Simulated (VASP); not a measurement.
# BAs (P-6m2) in VASP: single point with r2SCAN

Aim: the single point of BAs with r2SCAN.

All numbers are computed with VASP 6.6.1; they aren't measurements. Logs are shortened: lines on timing, memory, paths and dates and some standing lists are left out, and cuts for length are marked.

## 1. The cell of the first run

It takes space group P-6m2 (No. 187, hexagonal). The conventional cell has a = 3.366 Å, b = 3.366 Å, c = 7.995 Å, α = 90.00°, β = 90.00°, γ = 120.00°. Within 2.6 Å of B (site symmetry -6m2) lie 3 As at 1.94 Å. B (site symmetry -6m2) has 3 As at 1.94 Å within 2.6 Å. Within 2.6 Å of As (site symmetry -6m2) lie 3 B at 1.94 Å. Within 2.6 Å of As (site symmetry -6m2) lie 3 B at 1.94 Å.

## 2. Single point, r2SCAN

Input file POSCAR:

```
BAs
1.0
    3.3660385536      0.0000000000      0.0000000000
   -1.6830192768      2.9150748975      0.0000000000
    0.0000000000      0.0000000000      7.9946505516
B As
2 2
Direct
    0.0000000000      0.0000000000      0.0000000000
    0.3333333333      0.6666666667      0.5000000000
    0.3333333333      0.6666666667      0.0000000000
    0.6666666667      0.3333333333      0.5000000000
```

Input file INCAR.step1:

```
SYSTEM = BAs
PREC = Accurate ; ENCUT = 620
ISMEAR = 0 ; SIGMA = 0.02
LREAL = .FALSE. ; LASPH = .TRUE.
NELM = 120 ; NBANDS = 26
GGA = PE ; ALGO = Normal
EDIFF = 1E-5 ; LWAVE = .TRUE.
LCHARG = .FALSE. ; GGA_COMPAT = .FALSE.
```

Input file INCAR.step2:

```
SYSTEM = BAs
PREC = Accurate ; ENCUT = 620
EDIFF = 1E-6 ; ISMEAR = 0
SIGMA = 0.02 ; LREAL = .FALSE.
LASPH = .TRUE. ; NELM = 120
ALGO = Normal ; ISIF = 2
LWAVE = .FALSE. ; LCHARG = .TRUE.
METAGGA = R2SCAN ; LMIXTAU = .TRUE.
LELF = .TRUE. ; LVHAR = .TRUE.
NBANDS = 26 ; ISTART = 1
GGA_COMPAT = .FALSE.
```

Input file KPOINTS:

```
regular mesh
0
G
  9 9 4
  0 0 0
```

Potentials or basis: VASP PAW PBE potentials, release 64 (B, As_d).

Launch:

```sh
cat potpaw_PBE.64/B/POTCAR potpaw_PBE.64/As_d/POTCAR > POTCAR
cp INCAR.step1 INCAR
mpirun -np 1 vasp_std > vasp.out
cp INCAR.step2 INCAR
mpirun -np 1 vasp_std > vasp.out
```

OUTCAR:

```text
SYSTEM = BAs
   PREC = Accurate
   ENCUT = 620
   EDIFF = 1E-6
   ISMEAR = 0
   LREAL = .FALSE.
   LASPH = .TRUE.
   NELM = 120
   ISIF = 2
   METAGGA = R2SCAN
   ISTART = 1

 ion  position               nearest neighbor table
   1  0.000  0.000  0.000-   3 1.94   3 1.94   3 1.94
   2  0.333  0.667  0.500-   4 1.94   4 1.94   4 1.94
   3  0.333  0.667  0.000-   1 1.94   1 1.94   1 1.94
   4  0.667  0.333  0.500-   2 1.94   2 1.94   2 1.94

  LATTYP: Found a hexagonal cell.
 ALAT       =     3.3660385536
 C/A-ratio  =     2.3750917954

  Lattice vectors:

 A1 = (   3.3660385536,   0.0000000000,   0.0000000000)
 A2 = (  -1.6830192768,   2.9150748975,   0.0000000000)
 A3 = (   0.0000000000,   0.0000000000,   7.9946505516)

Analysis of symmetry for initial positions (statically):
=====================================================================
 Subroutine PRICEL returns:
 Original cell was already a primitive cell.

 Routine SETGRP: Setting up the symmetry group for a
 hexagonal supercell.

 Subroutine GETGRP returns: Found 12 space group operations
 (whereof 12 operations were pure point group operations)
 out of a pool of 24 trial point group operations.

The static configuration has the point symmetry D_3h.

Analysis of symmetry for dynamics (positions and initial velocities):
=====================================================================
 Subroutine PRICEL returns:
 Original cell was already a primitive cell.

 Routine SETGRP: Setting up the symmetry group for a
 hexagonal supercell.

 Subroutine GETGRP returns: Found 12 space group operations
 (whereof 12 operations were pure point group operations)
 out of a pool of 24 trial point group operations.

The dynamic configuration has the point symmetry D_3h.

 Subroutine INISYM returns: Found 12 space group operations
 (whereof 12 operations are pure point group operations),
 and found     1 'primitive' translations

----------------------------------------------------------------------------------------

                                     Primitive cell

  volume of cell :      78.4455

  direct lattice vectors                    reciprocal lattice vectors
     3.366038554  0.000000000  0.000000000     0.297085130  0.171522180  0.000000000
    -1.683019277  2.915074897  0.000000000     0.000000000  0.343044359  0.000000000
     0.000000000  0.000000000  7.994650552     0.000000000  0.000000000  0.125083641

  length of vectors
     3.366038554  3.366038554  7.994650552     0.343044359  0.343044359  0.125083641

  position of ions in fractional coordinates (direct lattice)
     0.000000000  0.000000000  0.000000000
     0.333333333  0.666666667  0.500000000
     0.333333333  0.666666667  0.000000000
     0.666666667  0.333333333  0.500000000

  ion indices of the primitive-cell ions
   primitive index   ion index
                 1           1
                 2           2
                 3           3
                 4           4

----------------------------------------------------------------------------------------

 KPOINTS: regular mesh

Automatic generation of k-mesh.
 Grid dimensions read from file:
 generate k-points for:    9    9    4

 Generating k-lattice:

  Cartesian coordinates                     Fractional coordinates (reciprocal lattice)
     0.033009459  0.019058020  0.000000000     0.111111111  0.000000000  0.000000000
     0.000000000  0.038116040  0.000000000     0.000000000  0.111111111  0.000000000
     0.000000000  0.000000000  0.031270910     0.000000000  0.000000000  0.250000000

  Length of vectors
     0.038116040  0.038116040  0.031270910

  Shift w.r.t. Gamma in fractional coordinates (k-lattice)
     0.000000000  0.000000000  0.000000000

 Subroutine IBZKPT returns following result:
 ===========================================

 Found     36 irreducible k-points:

 Following reciprocal coordinates:
            Coordinates               Weight
  0.000000  0.000000  0.000000      1.000000
  0.111111 -0.000000  0.000000      6.000000
  0.222222  0.000000  0.000000      6.000000
  0.333333  0.000000  0.000000      6.000000
  0.444444  0.000000  0.000000      6.000000
  0.111111  0.111111  0.000000      6.000000
[... 16 lines left out ...]
  0.333333  0.222222  0.250000     24.000000
  0.333333  0.333333  0.250000      4.000000
 [... further k-points ...]
   k-points           NKPTS =     36   k-points in BZ     NKDIM =     36   number of bands    NBANDS=     26
   number of dos      NEDOS =    301   number of ions     NIONS =      4
   total plane-waves  NPLWV =  54880
   dimension x,y,z NGX =    28 NGY =   28 NGZ =   70
   dimension x,y,z NGXF=    56 NGYF=   56 NGZF=  140
   ions per type =               2   2
   NGX,Y,Z   is equivalent  to a cutoff of  13.83, 13.83, 14.56 a.u.
   NGXF,Y,Z  is equivalent  to a cutoff of  27.66, 27.66, 29.11 a.u.
 SYSTEM =  BAs
   PREC   = accura    normal or accurate (medium, high low for compatibility)
   ISTART =      1    job   : 0-new  1-cont  2-samecut
   ICHARG =      0    charge: 1-file 2-atom 10-const
   ISPIN  =      1    spin polarized calculation?
   LNONCOLLINEAR =      F non collinear calculations
   LSORBIT =      F    spin-orbit coupling
   LASPH  =      T    aspherical Exc in radial PAW
   ENCUT  =  620.0 eV  45.57 Ry    6.75 a.u.   6.83  6.83 16.23*2*pi/ulx,y,z
   NELM   =    120;   NELMIN=  2; NELMDL=  0     # of ELM steps
   EDIFF  = 0.1E-05   stopping-criterion for ELM
   LREAL  =      F    real-space projection
   EDIFFG = 0.1E-04   stopping-criterion for IOM
   NSW    =      0    number of steps for IOM
   IBRION =     -1    ionic relax: 0-MD 1-quasi-New 2-CG
   NFREE  =      0    steps in history (QN), initial steepest desc. (CG)
   ISIF   =      2    stress and relaxation
   ISYM   =      2    0-nonsym 1-usesym 2-fastsym
   POTIM  = 0.5000    time-step for ionic-motion
   TEBEG  =    0.0;   TEEND  =   0.0 temperature during run
   PSTRESS=    0.0 pullay stress
   NELECT =      36.0000    total number of electrons
   NUPDOWN=      -1.0000    fix difference up-down
   EMIN   =  10.00;   EMAX   =-10.00  energy-range for DOS
   EFERMI =   0.00;   METHOD = LEGACY
   ISMEAR =     0;   SIGMA  =   0.02  broadening in eV -4-tet -1-fermi 0-gaus
   EFERMI_NEDOS =   21; number of points for ismear=-14 and -15
   IALGO  =     38    algorithm
   IMIX   =      4    mixing-type and parameters
     AMIX     =   0.40;   BMIX     =  1.00
     AMIX_MAG =   1.60;   BMIX_MAG =  1.00
  volume/ion in A,a.u.               =      19.61       132.34
  Fermi-wavevector in a.u.,A,eV,Ry     =   1.262756  2.386264 21.695220  1.594554
  Thomas-Fermi vector in A             =   2.396148
   LORBIT       =      0    0 simple, 1 ext, 2 COOP (PROOUT), +10 PAW based schemes
   METAGGA = R2SCAN    functional components
   LHFCALC =     F    Hartree Fock is set to
   AEXX    =    0.0000 exact exchange contribution
   IVDW    =     0    specifies the selected vdW correction
   LEPSILON=     F    determine dielectric tensor
   LRPA    =     F    only Hartree local field effects (RPA)
 non-spin polarized calculation
 Gauss-broadening in eV      SIGMA  =   0.02
  energy-cutoff  :      620.00
  volume of cell :       78.45
 maximum number of plane-waves:      2790
 NGX is ok and might be reduce to    28
   NGX = 13   NGY = 13   NGZ = 33

 number of electron      36.0000002 magnetization

 Free energy of the ion-electron system (eV)
  ---------------------------------------------------
  ext. energy  EPLUGINS =         0.00000000
  ---------------------------------------------------
  free energy    TOTEN  =       -42.99229301 eV

  energy without entropy =      -42.99229301  energy(sigma->0) =      -42.99229301

 E-fermi :   1.5312     XC(G=0):  -9.7632

 val. band max:        1.3627569004   @ k =   0.3333   0.3333   0.5000
 cond. band min:       2.2039961840   @ k =   0.3333   0.3333   0.0000
 fundamental gap:      0.8412392836
 Fermi energy:         1.5311584884

 k-point     1 :       0.0000    0.0000    0.0000
  band No.  band energies     occupation
      1     -34.9739      2.00000
      2     -34.9720      2.00000
      3     -34.9720      2.00000
      4     -34.9356      2.00000
      5     -34.9356      2.00000
      6     -34.8522      2.00000
[... 18 lines left out ...]
     25       6.6158      0.00000
     26       9.5781      0.00000

 k-point     2 :       0.1111   -0.0000    0.0000
  band No.  band energies     occupation
      1     -34.9733      2.00000
      2     -34.9712      2.00000
      3     -34.9699      2.00000
      4     -34.9362      2.00000
      5     -34.9357      2.00000
      6     -34.8518      2.00000
[... 18 lines left out ...]
     25       7.4387      0.00000
     26       8.6621      0.00000

 k-point     3 :       0.2222    0.0000    0.0000
  band No.  band energies     occupation
      1     -34.9735      2.00000
      2     -34.9677      2.00000
      3     -34.9646      2.00000
      4     -34.9379      2.00000
      5     -34.9361      2.00000
      6     -34.8512      2.00000
[... 18 lines left out ...]
     25       9.2167      0.00000
     26       9.3487      0.00000

 k-point     4 :       0.3333    0.0000    0.0000
  band No.  band energies     occupation
      1     -34.9739      2.00000
      2     -34.9633      2.00000
      3     -34.9586      2.00000
      4     -34.9398      2.00000
      5     -34.9365      2.00000
      6     -34.8511      2.00000
[... 18 lines left out ...]
     25      11.7572      0.00000
     26      11.9111      0.00000
[... 496 lines left out ...]
      1     -34.9685      2.00000
      2     -34.9663      2.00000
      3     -34.9567      2.00000
      4     -34.9399      2.00000
      5     -34.9374      2.00000
      6     -34.8467      2.00000
[... 18 lines left out ...]
     25       9.0222      0.00000
     26       9.7602      0.00000

 k-point    23 :       0.3333    0.2222    0.2500
  band No.  band energies     occupation
      1     -34.9680      2.00000
      2     -34.9624      2.00000
      3     -34.9561      2.00000
      4     -34.9404      2.00000
      5     -34.9381      2.00000
      6     -34.8452      2.00000
[... 18 lines left out ...]
     25       9.9077      0.00000
     26      10.3836      0.00000

 k-point    24 :       0.3333    0.3333    0.2500
  band No.  band energies     occupation
      1     -34.9651      2.00000
      2     -34.9621      2.00000
      3     -34.9577      2.00000
      4     -34.9400      2.00000
      5     -34.9389      2.00000
      6     -34.8422      2.00000
[... 18 lines left out ...]
     25      10.6152      0.00000
     26      10.7664      0.00000

 [... further k-points ...]
[... 5 lines left out ...]
  --------------------------------------------------------------------------------------
  -------------------------------------------------------------------------------------
  Total        0.0968939      0.0968939     -0.0153589      0.0000000     -0.0000000      0.0000000
  in kB        1.9789683      1.9789683     -0.3136913      0.0000000     -0.0000000      0.0000000
  external PRESSURE =       1.2147484 kB  Pullay stress =       0.0000000 kB

 VOLUME and BASIS-vectors are now :
 -----------------------------------------------------------------------------
  energy-cutoff  :      620.00
  volume of cell :       78.45
      direct lattice vectors                 reciprocal lattice vectors
     3.366038554  0.000000000  0.000000000     0.297085130  0.171522180  0.000000000
    -1.683019277  2.915074897  0.000000000     0.000000000  0.343044359  0.000000000
     0.000000000  0.000000000  7.994650552     0.000000000  0.000000000  0.125083641

 POSITION                                       TOTAL-FORCE (eV/Angst)
 -----------------------------------------------------------------------------------
      0.00000      0.00000      0.00000         0.000000      0.000000      0.000000
     -0.00000      1.94338      3.99733        -0.000000      0.000000      0.000000
     -0.00000      1.94338      0.00000        -0.000000      0.000000      0.000000
      1.68302      0.97169      3.99733         0.000000      0.000000      0.000000
 -----------------------------------------------------------------------------------
    total drift:                               -0.000002      0.000001      0.000000

  FREE ENERGIE OF THE ION-ELECTRON SYSTEM (eV)
  ---------------------------------------------------
  free  energy   TOTEN  =       -42.9922930064 eV

  energy  without entropy=      -42.9922930064  energy(sigma->0) =      -42.99229301
```

Run time: 5.8 min. Hardware: 1 thread of Intel Xeon Platinum 8259CL at 2.50GHz (Skylake/Cascade Lake), shared host; peak memory 0.28 GiB.

Results:

```
Free energy            : -42.9923 eV
Pressure               : 0.1 GPa
Band gap on the k mesh : 0.84 eV (least direct gap 0.91 eV)
```

Caveat: the PAW data sets were made with another functional, which shifts forces and pressure a little.
